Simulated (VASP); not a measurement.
Input of a VASP 6.6.1 run:

INCAR

```
SYSTEM = Al2Ru
ALGO = Normal
EDIFF = 1E-6
ENCUT = 500
GGA = PS
GGA_COMPAT = .FALSE.
ISIF = 2
ISMEAR = 0
ISYM = -1
LASPH = .TRUE.
LCHARG = .FALSE.
LREAL = .FALSE.
LWAVE = .FALSE.
NBANDS = 29
NELM = 120
PREC = Accurate
SIGMA = 0.01
```

The input KPOINTS:

```
explicit points
32
Reciprocal
  0.12500000   0.12500000   0.12500000 2
  0.12500000   0.12500000   0.37500000 2
  0.12500000   0.12500000   0.62500000 2
  0.12500000   0.12500000   0.87500000 2
  0.12500000   0.37500000   0.12500000 2
  0.12500000   0.37500000   0.37500000 2
  0.12500000   0.37500000   0.62500000 2
  0.12500000   0.37500000   0.87500000 2
  0.12500000   0.62500000   0.12500000 2
  0.12500000   0.62500000   0.37500000 2
  0.12500000   0.62500000   0.62500000 2
  0.12500000   0.62500000   0.87500000 2
  0.12500000   0.87500000   0.12500000 2
  0.12500000   0.87500000   0.37500000 2
  0.12500000   0.87500000   0.62500000 2
  0.12500000   0.87500000   0.87500000 2
  0.37500000   0.12500000   0.12500000 2
  0.37500000   0.12500000   0.37500000 2
  0.37500000   0.12500000   0.62500000 2
  0.37500000   0.12500000   0.87500000 2
  0.37500000   0.37500000   0.12500000 2
  0.37500000   0.37500000   0.37500000 2
  0.37500000   0.37500000   0.62500000 2
  0.37500000   0.37500000   0.87500000 2
  0.37500000   0.62500000   0.12500000 2
  0.37500000   0.62500000   0.37500000 2
  0.37500000   0.62500000   0.62500000 2
  0.37500000   0.62500000   0.87500000 2
  0.37500000   0.87500000   0.12500000 2
  0.37500000   0.87500000   0.37500000 2
  0.37500000   0.87500000   0.62500000 2
  0.37500000   0.87500000   0.87500000 2
```

Contents of POSCAR:

```
Al2Ru
1.0
    0.0000000000      3.9898374997      4.3915250777
    2.3524746913      0.0000000000      4.3915250777
    2.3524746913      3.9898374997      0.0000000000
Al Ru
4 2
Direct
    0.0790610300      0.4209389700      0.0790610300
    0.4209389700      0.0790610300      0.4209389700
    0.1709389700      0.8290610300      0.1709389700
    0.8290610300      0.1709389700      0.8290610300
    0.7500000000      0.7500000000      0.7500000000
    0.5000000000      0.5000000000      0.5000000000
```

Potentials or basis: VASP PAW PBE potentials, release 64 (Al, Ru_pv).

Command:

```console
$ cat potpaw_PBE.64/Al/POTCAR potpaw_PBE.64/Ru_pv/POTCAR > POTCAR
$ mpirun -np 1 vasp_std > vasp.out
```

Problem. Estimate the band gap on the k mesh.

Solution. 0.83 eV (least direct gap 1.25 eV).

Problem. Predict the largest force.

Solution. 0.017 eV/Å.

Problem. Estimate the pressure.

Solution. -0.4 GPa.

Forces on the atoms (eV/Å):
```
Al   0.004 -0.016  0.004
Al  -0.002  0.016  0.002
Al  -0.004  0.016 -0.004
Al   0.002 -0.016 -0.002
Ru   0.005  0.004 -0.003
Ru  -0.005 -0.004  0.003
```

Caveat: the PAW data sets were made with another functional, which shifts forces and pressure a little; a shifted mesh leaves out Γ, where band edges can lie. A k mesh can miss the band edges.
